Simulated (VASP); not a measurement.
# Na (Fd-3m) in VASP: single point with PBE

Aim: the single point of Na with PBE.

Program: VASP 6.6.1. These are calculated values, not measurements. Logs are shortened: lines on timing, memory, paths and dates and some standing lists are left out, and cuts for length are marked.

### Step 1. The cell of the first run

It takes space group Fd-3m (No. 227, cubic). Conventional cell: a = 7.425 Å, b = 7.425 Å, c = 7.425 Å, α = 90.00°, β = 90.00°, γ = 90.00°. Na (site symmetry -43m) has 4 Na at 3.22 Å within 4.2 Å.

This isn't the form of Na at room conditions, which is bcc.

### Step 2. Single point, PBE

Contents of INCAR:

```
SYSTEM = Na
  PREC = Accurate
  ENCUT = 520
  EDIFF = 1E-6
  ISMEAR = -1
  SIGMA = 0.06122561905347299
  LREAL = .False.
  LASPH = .True.
  NELM = 80
  ALGO = Normal
  ISIF = 2
  LWAVE = .False.
  LCHARG = .False.
  GGA = PE
  NBANDS = 14
```

Contents of KPOINTS:

```
regular mesh
0
Gamma
  25 25 25
  0 0 0
```

Contents of POSCAR:

```
Na
1.0
    0.0000000000      3.7123741412      3.7123741412
    3.7123741412      0.0000000000      3.7123741412
    3.7123741412      3.7123741412      0.0000000000
Na
2
Direct
    0.0000000000      0.0000000000      0.0000000000
    0.2500000000      0.2500000000      0.2500000000
```

Potentials or basis: VASP PAW PBE potentials, release 64 (Na_pv).

Started as:

```console
> cat potpaw_PBE.64/Na_pv/POTCAR > POTCAR
> mpirun -np 1 vasp_std > vasp.out
```

OUTCAR:

```text
SYSTEM = Na
   PREC = Accurate
   ENCUT = 520
   EDIFF = 1E-6
   ISMEAR = -1
   LREAL = .False.
   LASPH = .True.
   NELM = 80
   ISIF = 2
   GGA = PE

 ion  position               nearest neighbor table
   1  0.000  0.000  0.000-
   2  0.250  0.250  0.250-

  LATTYP: Found a face centered cubic cell.
 ALAT       =     7.4247482824

  Lattice vectors:

 A1 = (   0.0000000000,   3.7123741412,   3.7123741412)
 A2 = (   3.7123741412,   0.0000000000,   3.7123741412)
 A3 = (   3.7123741412,   3.7123741412,   0.0000000000)

Analysis of symmetry for initial positions (statically):
=====================================================================
 Subroutine PRICEL returns:
 Original cell was already a primitive cell.

 Routine SETGRP: Setting up the symmetry group for a
 face centered cubic supercell.

 Subroutine GETGRP returns: Found 48 space group operations
 (whereof 24 operations were pure point group operations)
 out of a pool of 48 trial point group operations.

The static configuration has the point symmetry T_d .
 The point group associated with its full space group is O_h .

Analysis of symmetry for dynamics (positions and initial velocities):
=====================================================================
 Subroutine PRICEL returns:
 Original cell was already a primitive cell.

 Routine SETGRP: Setting up the symmetry group for a
 face centered cubic supercell.

 Subroutine GETGRP returns: Found 48 space group operations
 (whereof 24 operations were pure point group operations)
 out of a pool of 48 trial point group operations.

The dynamic configuration has the point symmetry T_d .
 The point group associated with its full space group is O_h .

 Subroutine INISYM returns: Found 48 space group operations
 (whereof 24 operations are pure point group operations),
 and found     1 'primitive' translations

----------------------------------------------------------------------------------------

                                     Primitive cell

  volume of cell :     102.3258

  direct lattice vectors                    reciprocal lattice vectors
     0.000000000  3.712374141  3.712374141    -0.134684701  0.134684701  0.134684701
     3.712374141  0.000000000  3.712374141     0.134684701 -0.134684701  0.134684701
     3.712374141  3.712374141  0.000000000     0.134684701  0.134684701 -0.134684701

  length of vectors
     5.250089859  5.250089859  5.250089859     0.233280745  0.233280745  0.233280745

  position of ions in fractional coordinates (direct lattice)
     0.000000000  0.000000000  0.000000000
     0.250000000  0.250000000  0.250000000

  ion indices of the primitive-cell ions
   primitive index   ion index
                 1           1
                 2           2

----------------------------------------------------------------------------------------

 KPOINTS: regular mesh

Automatic generation of k-mesh.
 Grid dimensions read from file:
 generate k-points for:   25   25   25

 Generating k-lattice:

  Cartesian coordinates                     Fractional coordinates (reciprocal lattice)
    -0.005387388  0.005387388  0.005387388     0.040000000  0.000000000  0.000000000
     0.005387388 -0.005387388  0.005387388     0.000000000  0.040000000  0.000000000
     0.005387388  0.005387388 -0.005387388     0.000000000  0.000000000  0.040000000

  Length of vectors
     0.009331230  0.009331230  0.009331230

  Shift w.r.t. Gamma in fractional coordinates (k-lattice)
     0.000000000  0.000000000  0.000000000

 Subroutine IBZKPT returns following result:
 ===========================================

 Found    455 irreducible k-points:

 Following reciprocal coordinates:
            Coordinates               Weight
  0.000000  0.000000  0.000000      1.000000
  0.040000  0.000000  0.000000      8.000000
  0.080000  0.000000  0.000000      8.000000
  0.120000  0.000000  0.000000      8.000000
  0.160000  0.000000  0.000000      8.000000
  0.200000  0.000000  0.000000      8.000000
[... 16 lines left out ...]
  0.400000  0.040000  0.000000     24.000000
  0.440000  0.040000  0.000000     24.000000
 [... further k-points ...]
   k-points           NKPTS =    455   k-points in BZ     NKDIM =    455   number of bands    NBANDS=     14
   number of dos      NEDOS =    301   number of ions     NIONS =      2
   total plane-waves  NPLWV =  64000
   dimension x,y,z NGX =    40 NGY =   40 NGZ =   40
   dimension x,y,z NGXF=    80 NGYF=   80 NGZF=   80
   ions per type =               2
   NGX,Y,Z   is equivalent  to a cutoff of  12.67, 12.67, 12.67 a.u.
   NGXF,Y,Z  is equivalent  to a cutoff of  25.33, 25.33, 25.33 a.u.
 SYSTEM =  Na
   PREC   = accura    normal or accurate (medium, high low for compatibility)
   ISTART =      0    job   : 0-new  1-cont  2-samecut
   ICHARG =      2    charge: 1-file 2-atom 10-const
   ISPIN  =      1    spin polarized calculation?
   LNONCOLLINEAR =      F non collinear calculations
   LSORBIT =      F    spin-orbit coupling
   LASPH  =      T    aspherical Exc in radial PAW
   ENCUT  =  520.0 eV  38.22 Ry    6.18 a.u.   9.76  9.76  9.76*2*pi/ulx,y,z
   NELM   =     80;   NELMIN=  2; NELMDL= -5     # of ELM steps
   EDIFF  = 0.1E-05   stopping-criterion for ELM
   LREAL  =      F    real-space projection
   EDIFFG = 0.1E-04   stopping-criterion for IOM
   NSW    =      0    number of steps for IOM
   IBRION =     -1    ionic relax: 0-MD 1-quasi-New 2-CG
   NFREE  =      0    steps in history (QN), initial steepest desc. (CG)
   ISIF   =      2    stress and relaxation
   ISYM   =      2    0-nonsym 1-usesym 2-fastsym
   POTIM  = 0.5000    time-step for ionic-motion
   TEBEG  =    0.0;   TEEND  =   0.0 temperature during run
   PSTRESS=    0.0 pullay stress
   NELECT =      14.0000    total number of electrons
   NUPDOWN=      -1.0000    fix difference up-down
   EMIN   =  10.00;   EMAX   =-10.00  energy-range for DOS
   EFERMI =   0.00;   METHOD = LEGACY
   ISMEAR =    -1;   SIGMA  =   0.06  broadening in eV -4-tet -1-fermi 0-gaus
   EFERMI_NEDOS =   21; number of points for ismear=-14 and -15
   IALGO  =     38    algorithm
   IMIX   =      4    mixing-type and parameters
     AMIX     =   0.40;   BMIX     =  1.00
     AMIX_MAG =   1.60;   BMIX_MAG =  1.00
  volume/ion in A,a.u.               =      51.16       345.26
  Fermi-wavevector in a.u.,A,eV,Ry     =   0.843573  1.594121  9.682105  0.711615
  Thomas-Fermi vector in A             =   1.958462
   LORBIT       =      0    0 simple, 1 ext, 2 COOP (PROOUT), +10 PAW based schemes
   GGA     = PE    functional components
   LHFCALC =     F    Hartree Fock is set to
   AEXX    =    0.0000 exact exchange contribution
   IVDW    =     0    specifies the selected vdW correction
   LEPSILON=     F    determine dielectric tensor
   LRPA    =     F    only Hartree local field effects (RPA)
 non-spin polarized calculation
  energy-cutoff  :      520.00
  volume of cell :      102.33
 maximum number of plane-waves:      2776
   NGX = 19   NGY = 19   NGZ = 19

 number of electron      14.0000019 magnetization

 Free energy of the ion-electron system (eV)
  ---------------------------------------------------
  ext. energy  EPLUGINS =         0.00000000
  ---------------------------------------------------
  free energy    TOTEN  =        -1.95029873 eV

  energy without entropy =       -1.93697844  energy(sigma->0) =       -1.94363858

 E-fermi :  -0.4761     XC(G=0):  -5.6395

 val. band max:       -0.4806474352   @ k =  -0.4400   0.2000   0.0800
 cond. band min:      -0.4759452264   @ k =  -0.3600   0.3600   0.0400
 fundamental gap:      0.0047022088
 Fermi energy:        -0.4760705693

 k-point     1 :       0.0000    0.0000    0.0000
  band No.  band energies     occupation
      1     -25.8934      2.00000
      2     -25.8934      2.00000
      3     -25.8934      2.00000
      4     -25.8526      2.00000
      5     -25.8526      2.00000
      6     -25.8526      2.00000
      7      -3.1310      2.00000
      8       4.2966      0.00000
      9       4.2966      0.00000
     10       4.2966      0.00000
     11       4.6030      0.00000
     12       4.6030      0.00000
     13       4.6030      0.00000
     14       6.4079      0.00000

 k-point     2 :       0.0400    0.0000    0.0000
  band No.  band energies     occupation
      1     -25.8935      2.00000
      2     -25.8935      2.00000
      3     -25.8934      2.00000
      4     -25.8527      2.00000
      5     -25.8526      2.00000
      6     -25.8526      2.00000
      7      -3.1177      2.00000
      8       3.9907      0.00000
      9       4.2129      0.00000
     10       4.2129      0.00000
     11       4.7052      0.00000
     12       4.7052      0.00000
     13       4.7878      0.00000
     14       6.4673      0.00000

 k-point     3 :       0.0800    0.0000    0.0000
  band No.  band energies     occupation
      1     -25.8937      2.00000
      2     -25.8937      2.00000
      3     -25.8933      2.00000
      4     -25.8528      2.00000
      5     -25.8524      2.00000
      6     -25.8523      2.00000
      7      -3.0778      2.00000
      8       3.5187      0.00000
      9       4.0742      0.00000
     10       4.0742      0.00000
     11       4.8963      0.00000
     12       4.8963      0.00000
     13       4.9195      0.00000
     14       6.4049      0.00000
[... 324 lines left out ...]
 k-point    23 :       0.4000    0.0400    0.0000
  band No.  band energies     occupation
      1     -25.8974      2.00000
      2     -25.8974      2.00000
      3     -25.8919      2.00000
      4     -25.8550      2.00000
      5     -25.8488      2.00000
      6     -25.8487      2.00000
      7      -1.9003      2.00000
      8      -0.0025      0.00087
      9       3.3568      0.00000
     10       3.5346      0.00000
     11       4.2286      0.00000
     12       4.6588      0.00000
     13       4.9116      0.00000
     14       5.7180      0.00000

 k-point    24 :       0.4400    0.0400    0.0000
  band No.  band energies     occupation
      1     -25.8978      2.00000
      2     -25.8977      2.00000
      3     -25.8918      2.00000
      4     -25.8552      2.00000
      5     -25.8485      2.00000
      6     -25.8485      2.00000
      7      -1.6492      2.00000
      8      -0.3668      0.28725
      9       3.3831      0.00000
     10       3.4787      0.00000
     11       4.1780      0.00000
     12       4.5261      0.00000
     13       4.9219      0.00000
     14       5.6012      0.00000

 [... further k-points ...]

------------------------ aborting loop because EDIFF is reached ----------------------------------------

  FORCE on cell =-STRESS in cart. coord.  units (eV):
  Direction    XX          YY          ZZ          XY          YZ          ZX
  --------------------------------------------------------------------------------------
  -------------------------------------------------------------------------------------
  Total        0.1259659      0.1259659      0.1259659      0.0000000      0.0000000      0.0000000
  in kB        1.9723243      1.9723243      1.9723243      0.0000000      0.0000000      0.0000000
  external PRESSURE =       1.9723243 kB  Pullay stress =       0.0000000 kB

 VOLUME and BASIS-vectors are now :
 -----------------------------------------------------------------------------
  energy-cutoff  :      520.00
  volume of cell :      102.33
      direct lattice vectors                 reciprocal lattice vectors
     0.000000000  3.712374141  3.712374141    -0.134684701  0.134684701  0.134684701
     3.712374141  0.000000000  3.712374141     0.134684701 -0.134684701  0.134684701
     3.712374141  3.712374141  0.000000000     0.134684701  0.134684701 -0.134684701

 POSITION                                       TOTAL-FORCE (eV/Angst)
 -----------------------------------------------------------------------------------
      0.00000      0.00000      0.00000        -0.000000      0.000000      0.000000
      1.85619      1.85619      1.85619         0.000000      0.000000     -0.000000
 -----------------------------------------------------------------------------------
    total drift:                               -0.000000     -0.000000      0.000000

  FREE ENERGIE OF THE ION-ELECTRON SYSTEM (eV)
  ---------------------------------------------------
  free  energy   TOTEN  =        -1.9502987252 eV

  energy  without entropy=       -1.9369784435  energy(sigma->0) =       -1.94363858
```

Wall time 6.4 min (1 thread of Intel Xeon Platinum 8488C (Sapphire Rapids), shared host); peak memory 0.59 GiB.

What came out:

* Free energy: -1.9503 eV
* Pressure: 0.2 GPa
* Band gap on the k mesh: zero (bands 7 and 8 overlap by 0.70 eV)
